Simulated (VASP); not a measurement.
# La (Fm-3m) in VASP: further runs, part 2 of 2

VASP 6.6.1. Earlier steps stand in the parts before.

**3. Single point, LDA (volume scaled by 1.12)**

The input, INCAR:

```
SYSTEM = La
PREC = Accurate
ENCUT = 520
EDIFF = 1E-7
ISMEAR = -1
SIGMA = 0.1
LREAL = .FALSE.
LASPH = .TRUE.
NELM = 80
ALGO = Normal
ISIF = 2
LWAVE = .FALSE.
LCHARG = .TRUE.
GGA = CA
LELF = .TRUE.
LVHAR = .TRUE.
NBANDS = 12
```

The input, KPOINTS:

```
regular mesh
0
G
  12 12 12
  0 0 0
```

The input, POSCAR:

```
La
1.0
    0.0000000000      2.6163811548      2.6163811548
    2.6163811548      0.0000000000      2.6163811548
    2.6163811548      2.6163811548      0.0000000000
La
1
Direct
    0.0000000000      0.0000000000      0.0000000000
```

Potentials or basis: VASP PAW LDA potentials, release 64 (La).

The run is started by

```sh
$ cat potpaw_LDA.64/La/POTCAR > POTCAR
$ mpirun -np 1 vasp_std > vasp.out
```

OUTCAR:

```text
SYSTEM = La
   PREC = Accurate
   ENCUT = 520
   EDIFF = 1E-7
   ISMEAR = -1
   LREAL = .FALSE.
   LASPH = .TRUE.
   NELM = 80
   ISIF = 2
   GGA = CA

 ion  position               nearest neighbor table
   1  0.000  0.000  0.000-

  LATTYP: Found a face centered cubic cell.
 ALAT       =     5.2327623096

  Lattice vectors:

 A1 = (   0.0000000000,   2.6163811548,   2.6163811548)
 A2 = (   2.6163811548,   0.0000000000,   2.6163811548)
 A3 = (   2.6163811548,   2.6163811548,   0.0000000000)

Analysis of symmetry for initial positions (statically):
=====================================================================
 Subroutine PRICEL returns:
 Original cell was already a primitive cell.

 Routine SETGRP: Setting up the symmetry group for a
 face centered cubic supercell.

 Subroutine GETGRP returns: Found 48 space group operations
 (whereof 48 operations were pure point group operations)
 out of a pool of 48 trial point group operations.

The static configuration has the point symmetry O_h .

Analysis of symmetry for dynamics (positions and initial velocities):
=====================================================================
 Subroutine PRICEL returns:
 Original cell was already a primitive cell.

 Routine SETGRP: Setting up the symmetry group for a
 face centered cubic supercell.

 Subroutine GETGRP returns: Found 48 space group operations
 (whereof 48 operations were pure point group operations)
 out of a pool of 48 trial point group operations.

The dynamic configuration has the point symmetry O_h .

 Subroutine INISYM returns: Found 48 space group operations
 (whereof 48 operations are pure point group operations),
 and found     1 'primitive' translations

----------------------------------------------------------------------------------------

                                     Primitive cell

[... 112 lines left out ...]
   LORBIT       =      0    0 simple, 1 ext, 2 COOP (PROOUT), +10 PAW based schemes
   GGA     = CA    functional components
   LHFCALC =     F    Hartree Fock is set to
   AEXX    =    0.0000 exact exchange contribution
   IVDW    =     0    specifies the selected vdW correction
   LEPSILON=     F    determine dielectric tensor
   LRPA    =     F    only Hartree local field effects (RPA)
 non-spin polarized calculation
  energy-cutoff  :      520.00
  volume of cell :       35.82
 maximum number of plane-waves:       982
   NGX = 13   NGY = 13   NGZ = 13

 number of electron      10.9999999 magnetization

 Free energy of the ion-electron system (eV)
  ---------------------------------------------------
  ext. energy  EPLUGINS =         0.00000000
  ---------------------------------------------------
  free energy    TOTEN  =        -5.57913700 eV

  energy without entropy =       -5.52116133  energy(sigma->0) =       -5.55014916

 E-fermi :   8.0000     XC(G=0):  -9.9095

 val. band max:        7.9822746495   @ k =  -0.3333   0.4167   0.1667
 cond. band min:       8.0633960375   @ k =  -0.4167   0.2500   0.0000
 fundamental gap:      0.0811213880
 Fermi energy:         8.0000093248

 k-point     1 :       0.0000    0.0000    0.0000
  band No.  band energies     occupation
      1     -24.6858      2.00000
      2      -7.5925      2.00000
      3      -7.5925      2.00000
      4      -7.5925      2.00000
      5       4.8346      2.00000
      6       9.1948      0.00001
      7       9.5169      0.00000
      8       9.5169      0.00000
      9       9.5169      0.00000
     10       9.6989      0.00000
     11       9.6989      0.00000
     12       9.6989      0.00000
[... 331 lines left out ...]
 k-point    24 :      -0.4167    0.1667    0.0000
  band No.  band energies     occupation
      1     -24.4337      2.00000
      2      -9.0192      2.00000
      3      -8.0984      2.00000
      4      -7.8511      2.00000
      5       6.9326      1.99995
      6       8.1617      0.33120
      7       9.5259      0.00000
      8       9.5806      0.00000
      9       9.6724      0.00000
     10       9.7239      0.00000
     11      10.0223      0.00000
     12      10.1899      0.00000

 [... further k-points ...]

------------------------ aborting loop because EDIFF is reached ----------------------------------------

  FORCE on cell =-STRESS in cart. coord.  units (eV):
  Direction    XX          YY          ZZ          XY          YZ          ZX
  --------------------------------------------------------------------------------------
  -------------------------------------------------------------------------------------
  Total       -0.6463822     -0.6463822     -0.6463822     -0.0000000     -0.0000000      0.0000000
  in kB      -28.9112553    -28.9112553    -28.9112553     -0.0000000     -0.0000000      0.0000000
  external PRESSURE =     -28.9112553 kB  Pullay stress =       0.0000000 kB

 VOLUME and BASIS-vectors are now :
 -----------------------------------------------------------------------------
  energy-cutoff  :      520.00
  volume of cell :       35.82
      direct lattice vectors                 reciprocal lattice vectors
     0.000000000  2.616381155  2.616381155    -0.191103654  0.191103654  0.191103654
     2.616381155  0.000000000  2.616381155     0.191103654 -0.191103654  0.191103654
     2.616381155  2.616381155  0.000000000     0.191103654  0.191103654 -0.191103654

 POSITION                                       TOTAL-FORCE (eV/Angst)
 -----------------------------------------------------------------------------------
      0.00000      0.00000      0.00000         0.000000     -0.000000     -0.000000
 -----------------------------------------------------------------------------------
    total drift:                                0.000000      0.000000      0.000000

  FREE ENERGIE OF THE ION-ELECTRON SYSTEM (eV)
  ---------------------------------------------------
  free  energy   TOTEN  =        -5.5791369994 eV

  energy  without entropy=       -5.5211613260  energy(sigma->0) =       -5.55014916
```

Run time: 37 s. Hardware: 1 thread of Intel Xeon Platinum 8175M at 2.50GHz (Skylake/Cascade Lake), shared host; peak memory 0.18 GiB.

Results:

| Quantity | Value |
| --- | --- |
| Free energy | -5.5791 eV |
| Pressure | -2.9 GPa |

Levels at points of the mesh, in eV from the Fermi level:
```csv
k point,band 3,band 4,band 5,band 6,band 7,band 8
"(0.00, 0.00, 0.00)",-15.59,-15.59,-3.17,1.19,1.52,1.52
"(0.50, 0.00, 0.00)",-15.79,-15.79,-1.75,1.23,1.30,1.30
"(0.50, 0.50, 0.00)",-16.15,-16.15,-2.05,-1.46,1.80,1.80
```

Caveat: the cell differs from its parent crystal (volume scaled by 1.12); spin-orbit coupling is left out, which moves the levels of the heavy elements.

**4. Relaxation of cell and atoms, LDA**

This run uses another cell than the first one, of 37.42 Å³/atom, 1.083 times its volume.

The input, INCAR:

```
PREC = Accurate
ENCUT = 600
EDIFF = 1E-7
ISMEAR = -1
SIGMA = 0.1
LREAL = False
LASPH = True
NELM = 60
ALGO = Normal
ISIF = 3
LWAVE = False
LCHARG = False
IBRION = 2
NSW = 80
EDIFFG = -0.01
```

The input, KPOINTS:

```
Automatic mesh
0
Gamma
  10 10 10
```

The input, POSCAR:

```
La
1.0
    0.0000000000      2.6546496237      2.6546496237
    2.6546496237      0.0000000000      2.6546496237
    2.6546496237      2.6546496237      0.0000000000
La
1
Direct
    0.0000000000      0.0000000000      0.0000000000
```

The run is started by

```sh
$ cat potpaw_LDA.64/La/POTCAR > POTCAR
$ mpirun -np 1 vasp_std > vasp.out
```

Wall time 83 s (1 thread of Intel Xeon Platinum 8175M at 2.50GHz (Skylake/Cascade Lake), shared host); peak memory 0.2 GiB.

The run converged. Its results:

- Free energy: -5.6072 eV
- Relaxed volume: 31.88 Å³/atom
- Relaxed cell: a = 3.559 Å, b = 3.559 Å, c = 3.559 Å, α = 60.00°, β = 60.00°, γ = 60.00°
- Space group after relaxing (to 0.05 Å): Fm-3m (No. 225)
- Energy gained by relaxing: 64.8 meV/atom
- Ionic steps: 4
- Pressure after relaxing: 0.0 GPa

The path:
| step | energy change (eV) | largest force (eV/Å) | pressure (GPa) | volume (Å³) |
| --- | --- | --- | --- | --- |
| 1 | 0.0000 | 0.0000 | -3.53 | 37.42 |
| 2 | -0.0612 | 0.0000 | -0.92 | 33.13 |
| 3 | -0.0648 | 0.0000 | -0.06 | 31.98 |
| 4 | -0.0648 | 0.0000 | 0.03 | 31.88 |

Final structure:
```
CELL_PARAMETERS angstrom
0.00000 2.51662 2.51662
2.51662 0.00000 2.51662
2.51662 2.51662 0.00000
ATOMIC_POSITIONS crystal
La 0.00000 0.00000 0.00000
```

Levels at points of the mesh, in eV from the Fermi level:
| k point | band 2 | band 3 | band 4 | band 5 | band 6 | band 7 | band 8 | band 9 |
| --- | --- | --- | --- | --- | --- | --- | --- | --- |
| (0.00, 0.00, 0.00) | -15.19 | -15.19 | -15.19 | -3.02 | 1.25 | 1.59 | 1.59 | 1.59 |
| (0.50, 0.00, 0.00) | -17.35 | -15.47 | -15.47 | -1.88 | 1.30 | 1.32 | 1.32 | 1.96 |
| (0.50, 0.50, 0.00) | -17.19 | -15.96 | -15.96 | -2.39 | -1.78 | 2.04 | 2.07 | 2.07 |

Caveat: spin-orbit coupling is left out, which moves the levels of the heavy elements.

**5. Single point, LDA**

This run uses another cell than the first one, of 31.98 Å³/atom, 0.926 times its volume.

The input, INCAR:

```
SYSTEM = La
PREC = Accurate
ENCUT = 520
EDIFF = 1E-6
ISMEAR = -1
SIGMA = 0.1
LREAL = .FALSE.
LASPH = .TRUE.
NELM = 80
ALGO = Normal
ISIF = 2
LWAVE = .FALSE.
LCHARG = .FALSE.
GGA = CA
NBANDS = 12
```

The input, KPOINTS:

```
Automatic mesh
0
G
  18 18 18
  0 0 0
```

The input, POSCAR:

```
La
1.0
    0.0000000000      2.5193877003      2.5193877003
    2.5193877003      0.0000000000      2.5193877003
    2.5193877003      2.5193877003      0.0000000000
La
1
Direct
    0.0000000000      0.0000000000      0.0000000000
```

The run is started by

```sh
$ cat potpaw_LDA.64/La/POTCAR > POTCAR
$ mpirun -np 1 vasp_std > vasp.out
```

It took 93 s on 1 thread of Intel Xeon Platinum 8175M at 2.50GHz (Skylake/Cascade Lake), shared host; peak memory 0.22 GiB.

Results (log left out):

```yaml
Free_energy: -5.6148 eV
Pressure: -0.1 GPa
```

Levels at points of the mesh, in eV from the Fermi level:
| k point | band 3 | band 4 | band 5 | band 6 | band 7 | band 8 |
| --- | --- | --- | --- | --- | --- | --- |
| (0.00, 0.00, 0.00) | -15.20 | -15.20 | -3.02 | 1.25 | 1.59 | 1.59 |
| (0.50, 0.00, 0.00) | -15.47 | -15.47 | -1.87 | 1.30 | 1.33 | 1.33 |
| (0.50, 0.50, 0.00) | -15.96 | -15.96 | -2.38 | -1.76 | 2.03 | 2.06 |

Caveat: spin-orbit coupling is left out, which moves the levels of the heavy elements.

**6. Summary**

| task | cell | k mesh | cutoff (eV) | gap on the mesh (eV) | pressure (GPa) |
| --- | --- | --- | --- | --- | --- |
| single point | a = 3.656 Å, angles 60.0°, 1 atom | 12 × 12 × 12 | 520 | none | -2.1 |
| single point | a = 3.700 Å, angles 60.0°, 1 atom | 12 × 12 × 12 | 520 | none | -2.9 |
| relaxation of cell and atoms | relaxed from a = 3.754 Å, angles 60.0°, 1 atom | 10 × 10 × 10 | 600 | none | 0.0 |
| single point | a = 3.563 Å, angles 60.0°, 1 atom | 18 × 18 × 18 | 520 | none | -0.1 |

Alike in all rows: level LDA; potentials or basis VASP PAW LDA potentials, release 64 (La); no spin polarisation; smearing fermi-dirac 0.1 eV.

Caveats: spin-orbit coupling is left out, which moves the levels of the heavy elements.

Total energies depend on the potentials used, so only differences within one code and one set of settings carry meaning.
